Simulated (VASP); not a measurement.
# Nb (I4/mmm) in VASP: a series of runs

The runs below take Nb through single point, with PBEsol.

Everything below comes from runs of VASP 6.6.1. Logs are shortened: lines on timing, memory, paths and dates and some standing lists are left out, and cuts for length are marked.

**1. The cell of the first run**

Symmetry: I4/mmm, No. 139, tetragonal system. The conventional cell has a = 3.328 Å, b = 3.328 Å, c = 3.203 Å, α = 90.00°, β = 90.00°, γ = 90.00°. Nb (site symmetry 4/mmm) has 14 Nb at 2.85 to 3.33 Å within 3.8 Å.

**2. Single point, PBEsol (strain -0.0375 x Voigt [0, 1, 0, 0, 0, 0])**

File INCAR:

```
PREC     = Accurate       # precision mode
ENCUT    = 520            # plane-wave cutoff, eV
EDIFF    = 1E-7           # SCF threshold, eV
ISMEAR   = 0              # smearing method
SIGMA    = 0.15           # smearing width, eV
LREAL    = False          # projectors in reciprocal space
LASPH    = True           # aspherical terms in the spheres
NELM     = 100            # most SCF steps
ALGO     = Fast           # electronic algorithm
ISIF     = 2              # what is computed and relaxed
LWAVE    = False          # write WAVECAR
LCHARG   = False          # write CHGCAR
GGA      = PS             # functional
NBANDS   = 12             # bands
```

File KPOINTS:

```
Automatic mesh
0
Gamma
  20 20 20
```

File POSCAR:

```
Nb
1.0
   -1.6639500000      1.6015518750      1.6639500000
    1.6639500000     -1.6015518750      1.6639500000
    1.6639500000      1.6015518750     -1.6639500000
Nb
1
Direct
    0.0000000000      0.0000000000      0.0000000000
```

Potentials or basis: VASP PAW PBE potentials, release 64 (Nb_sv).

The run is started by

```console
$ cat potpaw_PBE.64/Nb_sv/POTCAR > POTCAR
$ mpirun -np 1 vasp_std > vasp.out
```

OUTCAR:

```text
PREC = Accurate
   ENCUT = 520
   EDIFF = 1E-7
   ISMEAR = 0
   LREAL = False
   LASPH = True
   NELM = 100
   ISIF = 2
   GGA = PS

 ion  position               nearest neighbor table
   1  0.000  0.000  0.000-

  LATTYP: Found a body centered tetragonal cell.
 ALAT       =     3.3279000000
 C/A-ratio  =     0.9625000000

  Lattice vectors:

 A1 = (  -1.6639500000,  -1.6015518750,   1.6639500000)
 A2 = (   1.6639500000,  -1.6015518750,  -1.6639500000)
 A3 = (   1.6639500000,   1.6015518750,   1.6639500000)

Analysis of symmetry for initial positions (statically):
=====================================================================
 Subroutine PRICEL returns:
 Original cell was already a primitive cell.

 Routine SETGRP: Setting up the symmetry group for a
 body centered tetragonal supercell.

 Subroutine GETGRP returns: Found 16 space group operations
 (whereof 16 operations were pure point group operations)
 out of a pool of 16 trial point group operations.

The static configuration has the point symmetry D_4h.

Analysis of symmetry for dynamics (positions and initial velocities):
=====================================================================
 Subroutine PRICEL returns:
 Original cell was already a primitive cell.

 Routine SETGRP: Setting up the symmetry group for a
 body centered tetragonal supercell.

 Subroutine GETGRP returns: Found 16 space group operations
 (whereof 16 operations were pure point group operations)
 out of a pool of 16 trial point group operations.

The dynamic configuration has the point symmetry D_4h.

 Subroutine INISYM returns: Found 16 space group operations
 (whereof 16 operations are pure point group operations),
 and found     1 'primitive' translations

----------------------------------------------------------------------------------------

                                     Primitive cell

  volume of cell :      17.7371

  direct lattice vectors                    reciprocal lattice vectors
    -1.663950000  1.601551875  1.663950000     0.000000000  0.312197193  0.300489798
     1.663950000 -1.601551875  1.663950000     0.300489798  0.000000000  0.300489798
     1.663950000  1.601551875 -1.663950000     0.300489798  0.312197193  0.000000000

  length of vectors
     2.846476350  2.846476350  2.846476350     0.433314212  0.424956748  0.433314212

  position of ions in fractional coordinates (direct lattice)
     0.000000000  0.000000000  0.000000000

  ion indices of the primitive-cell ions
   primitive index   ion index
                 1           1

----------------------------------------------------------------------------------------

 KPOINTS: Automatic mesh

Automatic generation of k-mesh.
 Grid dimensions read from file:
 generate k-points for:   20   20   20

 Generating k-lattice:

  Cartesian coordinates                     Fractional coordinates (reciprocal lattice)
     0.000000000  0.015609860  0.015024490     0.050000000 -0.000000000  0.000000000
     0.015024490  0.000000000  0.015024490     0.000000000  0.050000000  0.000000000
     0.015024490  0.015609860  0.000000000     0.000000000 -0.000000000  0.050000000

  Length of vectors
     0.021665711  0.021247837  0.021665711

  Shift w.r.t. Gamma in fractional coordinates (k-lattice)
     0.000000000  0.000000000  0.000000000

 Subroutine IBZKPT returns following result:
 ===========================================

 Found    641 irreducible k-points:

 Following reciprocal coordinates:
            Coordinates               Weight
  0.000000  0.000000  0.000000      1.000000
  0.050000  0.000000 -0.000000      8.000000
  0.100000  0.000000 -0.000000      8.000000
  0.150000 -0.000000  0.000000      8.000000
  0.200000  0.000000 -0.000000      8.000000
  0.250000 -0.000000  0.000000      8.000000
[... 16 lines left out ...]
 -0.450000  0.050000 -0.000000     16.000000
 -0.400000  0.050000  0.000000     16.000000
 [... further k-points ...]
   k-points           NKPTS =    641   k-points in BZ     NKDIM =    641   number of bands    NBANDS=     12
   number of dos      NEDOS =    301   number of ions     NIONS =      1
   total plane-waves  NPLWV =  13824
   dimension x,y,z NGX =    24 NGY =   24 NGZ =   24
   dimension x,y,z NGXF=    48 NGYF=   48 NGZF=   48
   ions per type =               1
   NGX,Y,Z   is equivalent  to a cutoff of  14.02, 14.02, 14.02 a.u.
   NGXF,Y,Z  is equivalent  to a cutoff of  28.03, 28.03, 28.03 a.u.
 SYSTEM =  unknown system
   PREC   = accura    normal or accurate (medium, high low for compatibility)
   ISTART =      0    job   : 0-new  1-cont  2-samecut
   ICHARG =      2    charge: 1-file 2-atom 10-const
   ISPIN  =      1    spin polarized calculation?
   LNONCOLLINEAR =      F non collinear calculations
   LSORBIT =      F    spin-orbit coupling
   LASPH  =      T    aspherical Exc in radial PAW
   ENCUT  =  520.0 eV  38.22 Ry    6.18 a.u.   5.29  5.29  5.29*2*pi/ulx,y,z
   NELM   =    100;   NELMIN=  2; NELMDL= -5     # of ELM steps
   EDIFF  = 0.1E-06   stopping-criterion for ELM
   LREAL  =      F    real-space projection
   EDIFFG = 0.1E-05   stopping-criterion for IOM
   NSW    =      0    number of steps for IOM
   IBRION =     -1    ionic relax: 0-MD 1-quasi-New 2-CG
   NFREE  =      0    steps in history (QN), initial steepest desc. (CG)
   ISIF   =      2    stress and relaxation
   ISYM   =      2    0-nonsym 1-usesym 2-fastsym
   POTIM  = 0.5000    time-step for ionic-motion
   TEBEG  =    0.0;   TEEND  =   0.0 temperature during run
   PSTRESS=    0.0 pullay stress
   NELECT =      13.0000    total number of electrons
   NUPDOWN=      -1.0000    fix difference up-down
   EMIN   =  10.00;   EMAX   =-10.00  energy-range for DOS
   EFERMI =   0.00;   METHOD = LEGACY
   ISMEAR =     0;   SIGMA  =   0.15  broadening in eV -4-tet -1-fermi 0-gaus
   EFERMI_NEDOS =   21; number of points for ismear=-14 and -15
   IALGO  =     68    algorithm
   IMIX   =      4    mixing-type and parameters
     AMIX     =   0.40;   BMIX     =  1.00
     AMIX_MAG =   1.60;   BMIX_MAG =  1.00
  volume/ion in A,a.u.               =      17.74       119.70
  Fermi-wavevector in a.u.,A,eV,Ry     =   1.476031  2.789294 29.642565  2.178667
  Thomas-Fermi vector in A             =   2.590607
   LORBIT       =      0    0 simple, 1 ext, 2 COOP (PROOUT), +10 PAW based schemes
   GGA     = PS    functional components
   LHFCALC =     F    Hartree Fock is set to
   AEXX    =    0.0000 exact exchange contribution
   IVDW    =     0    specifies the selected vdW correction
   LEPSILON=     F    determine dielectric tensor
   LRPA    =     F    only Hartree local field effects (RPA)
 non-spin polarized calculation
 RMM-DIIS sequential band-by-band and
 Gauss-broadening in eV      SIGMA  =   0.15
  energy-cutoff  :      520.00
  volume of cell :       17.74
 maximum number of plane-waves:       488
 NGX is ok and might be reduce to    24
   NGX = 11   NGY = 11   NGZ = 11

 number of electron      13.0000000 magnetization

 Free energy of the ion-electron system (eV)
  ---------------------------------------------------
  ext. energy  EPLUGINS =         0.00000000
  ---------------------------------------------------
  free energy    TOTEN  =       -10.95306044 eV

  energy without entropy =      -10.93628036  energy(sigma->0) =      -10.94467040

 E-fermi :  11.2681     XC(G=0): -12.7085

 val. band max:       11.2653779165   @ k =   0.0000   0.3000   0.0000
 cond. band min:      11.2720064976   @ k =   0.1000   0.1000   0.0000
 fundamental gap:      0.0066285811
 Fermi energy:        11.2681439640

 k-point     1 :       0.0000    0.0000    0.0000
  band No.  band energies     occupation
      1     -42.9858      2.00000
      2     -18.2679      2.00000
      3     -18.2679      2.00000
      4     -18.2662      2.00000
      5       5.2590      2.00000
      6      11.3415      0.48921
      7      11.7844      0.00000
      8      11.7844      0.00000
      9      14.2664      0.00000
     10      14.8729      0.00000
     11      25.3011      0.00000
     12      25.3053      0.00000

 k-point     2 :       0.0500    0.0000   -0.0000
  band No.  band energies     occupation
      1     -42.9794      2.00000
      2     -18.3052      2.00000
      3     -18.2797      2.00000
      4     -18.2679      2.00000
      5       5.3667      2.00000
      6      11.3482      0.45028
      7      11.7639      0.00000
      8      11.8096      0.00000
      9      14.2481      0.00000
     10      14.7898      0.00000
     11      25.4786      0.00000
     12      25.4933      0.00000

 k-point     3 :       0.1000    0.0000   -0.0000
  band No.  band energies     occupation
      1     -42.9608      2.00000
      2     -18.4147      2.00000
      3     -18.3138      2.00000
      4     -18.2703      2.00000
      5       5.6782      2.00000
      6      11.2459      1.16604
      7      11.6849      0.00009
      8      12.0192      0.00000
      9      14.1834      0.00000
     10      14.6344      0.00000
     11      25.8571      0.00000
     12      26.0409      0.00000

 k-point     4 :       0.1500   -0.0000    0.0000
  band No.  band energies     occupation
      1     -42.9317      2.00000
      2     -18.5825      2.00000
      3     -18.3666      2.00000
      4     -18.2740      2.00000
      5       6.1551      2.00000
      6      10.9945      1.99011
      7      11.5191      0.01797
      8      12.4798      0.00000
      9      14.0981      0.00000
     10      14.5601      0.00000
     11      26.1788      0.00000
     12      26.9201      0.00000

 k-point     5 :       0.2000    0.0000   -0.0000
  band No.  band energies     occupation
      1     -42.8949      2.00000
      2     -18.7893      2.00000
      3     -18.4324      2.00000
      4     -18.2787      2.00000
      5       6.7224      2.00000
      6      10.6745      2.00000
      7      11.3055      0.72450
      8      13.1387      0.00000
      9      14.1011      0.00000
     10      14.5865      0.00000
     11      26.2000      0.00000
     12      28.0552      0.00000
[... 228 lines left out ...]
      1     -42.7184      2.00000
      2     -19.6814      2.00000
      3     -18.7385      2.00000
      4     -18.3149      2.00000
      5       7.5239      2.00000
      6       9.4419      2.00000
      7      13.3887      0.00000
      8      14.6793      0.00000
      9      15.6326      0.00000
     10      17.8902      0.00000
     11      23.0481      0.00000
     12      23.6826      0.00000

 k-point    22 :       0.5000    0.0500    0.0000
  band No.  band energies     occupation
      1     -42.7181      2.00000
      2     -19.6828      2.00000
      3     -18.7381      2.00000
      4     -18.3158      2.00000
      5       7.5233      2.00000
      6       9.4393      2.00000
      7      13.3687      0.00000
      8      14.7030      0.00000
      9      15.6639      0.00000
     10      17.8800      0.00000
     11      23.0679      0.00000
     12      23.6274      0.00000

 k-point    23 :      -0.4500    0.0500   -0.0000
  band No.  band energies     occupation
      1     -42.7309      2.00000
      2     -19.6215      2.00000
      3     -18.7153      2.00000
      4     -18.3149      2.00000
      5       7.5901      2.00000
      6       9.5177      2.00000
      7      12.8838      0.00000
      8      14.6866      0.00000
      9      15.5591      0.00000
     10      17.3483      0.00000
     11      23.3823      0.00000
     12      24.1489      0.00000

 k-point    24 :      -0.4000    0.0500    0.0000
  band No.  band energies     occupation
      1     -42.7556      2.00000
      2     -19.5026      2.00000
      3     -18.6719      2.00000
      4     -18.3123      2.00000
      5       7.6845      2.00000
      6       9.6738      2.00000
      7      12.1910      0.00000
      8      14.5389      0.00000
      9      15.3854      0.00000
     10      16.4905      0.00000
     11      23.9710      0.00000
     12      25.0652      0.00000

 [... further k-points ...]

------------------------ aborting loop because EDIFF is reached ----------------------------------------

  FORCE on cell =-STRESS in cart. coord.  units (eV):
  Direction    XX          YY          ZZ          XY          YZ          ZX
  --------------------------------------------------------------------------------------
  -------------------------------------------------------------------------------------
  Total       -0.4269558      0.0178788     -0.4269558     -0.0000000      0.0000000      0.0000000
  in kB      -38.5666573      1.6149847    -38.5666573     -0.0000000      0.0000000      0.0000000
  external PRESSURE =     -25.1727766 kB  Pullay stress =       0.0000000 kB

 VOLUME and BASIS-vectors are now :
 -----------------------------------------------------------------------------
  energy-cutoff  :      520.00
  volume of cell :       17.74
      direct lattice vectors                 reciprocal lattice vectors
    -1.663950000  1.601551875  1.663950000     0.000000000  0.312197193  0.300489798
     1.663950000 -1.601551875  1.663950000     0.300489798  0.000000000  0.300489798
     1.663950000  1.601551875 -1.663950000     0.300489798  0.312197193  0.000000000

 POSITION                                       TOTAL-FORCE (eV/Angst)
 -----------------------------------------------------------------------------------
      0.00000      0.00000      0.00000         0.000000     -0.000000     -0.000000
 -----------------------------------------------------------------------------------
    total drift:                                0.000000      0.000000     -0.000000

  FREE ENERGIE OF THE ION-ELECTRON SYSTEM (eV)
  ---------------------------------------------------
  free  energy   TOTEN  =       -10.9530604427 eV

  energy  without entropy=      -10.9362803566  energy(sigma->0) =      -10.94467040
```

Run time: 5 min. Hardware: 1 thread of Intel Xeon 8259CL, shared host; peak memory 0.25 GiB.

What came out:

```yaml
Free_energy: -10.9531 eV
Pressure: -2.5 GPa
Band_gap_on_the_k_mesh: zero (an odd number of electrons rules out a gap without spin polarisation)
```

Caveat: the cell differs from its parent crystal (strain -0.0375 x Voigt [0, 1, 0, 0, 0, 0]); the PAW data sets were made with another functional, which shifts forces and pressure a little.

**3. Single point, PBEsol (strain +0.0375 x Voigt [0, 1, 0, 0, 0, 0])**

File INCAR:

```
SYSTEM = Nb
  PREC = Accurate
  ENCUT = 520
  EDIFF = 1E-6
  ISMEAR = 0
  SIGMA = 0.15
  LREAL = .FALSE.
  LASPH = .TRUE.
  NELM = 60
  ALGO = Fast
  ISIF = 2
  LWAVE = .FALSE.
  LCHARG = .FALSE.
  GGA = PS
  NBANDS = 12
```

File KPOINTS:

```
Automatic mesh
0
G
  20 20 20
  0 0 0
```

File POSCAR:

```
Nb
1.0
   -1.6639500000      1.7263481250      1.6639500000
    1.6639500000     -1.7263481250      1.6639500000
    1.6639500000      1.7263481250     -1.6639500000
Nb
1
Direct
    0.0000000000      0.0000000000      0.0000000000
```

Potentials or basis: VASP PAW PBE potentials, release 64 (Nb_sv).

The run is started by

```console
$ cat potpaw_PBE.64/Nb_sv/POTCAR > POTCAR
$ mpirun -np 1 vasp_std > vasp.out
```

Wall time 3.5 min (1 thread of Intel Xeon 8259CL, shared host); peak memory 0.27 GiB.

Results (log left out):

```
Free energy            : -10.8809 eV
Pressure               : -13.7 GPa
Band gap on the k mesh : zero (an odd number of electrons rules out a gap without spin polarisation)
```

Stress tensor (GPa, compression positive):
```
-12.45   0.00   0.00
  0.00 -16.11   0.00
  0.00   0.00 -12.45
```

Levels at points of the mesh, in eV from the Fermi level:
| k point | band 4 | band 5 | band 6 | band 7 | band 8 | band 9 |
| --- | --- | --- | --- | --- | --- | --- |
| (0.00, 0.00, 0.00) | -29.79 | -5.86 | 0.26 | 0.26 | 0.63 | 2.83 |
| (0.50, 0.00, 0.00) | -29.79 | -3.50 | -1.36 | 1.92 | 2.84 | 3.73 |
| (0.00, 0.50, 0.00) | -29.83 | -3.53 | -1.76 | 2.17 | 3.41 | 3.89 |
| (0.50, 0.50, 0.50) | -30.55 | -3.46 | -3.36 | 5.15 | 5.27 | 5.27 |

Caveat: the cell differs from its parent crystal (strain +0.0375 x Voigt [0, 1, 0, 0, 0, 0]); the cell stands under tension; the PAW data sets were made with another functional, which shifts forces and pressure a little.
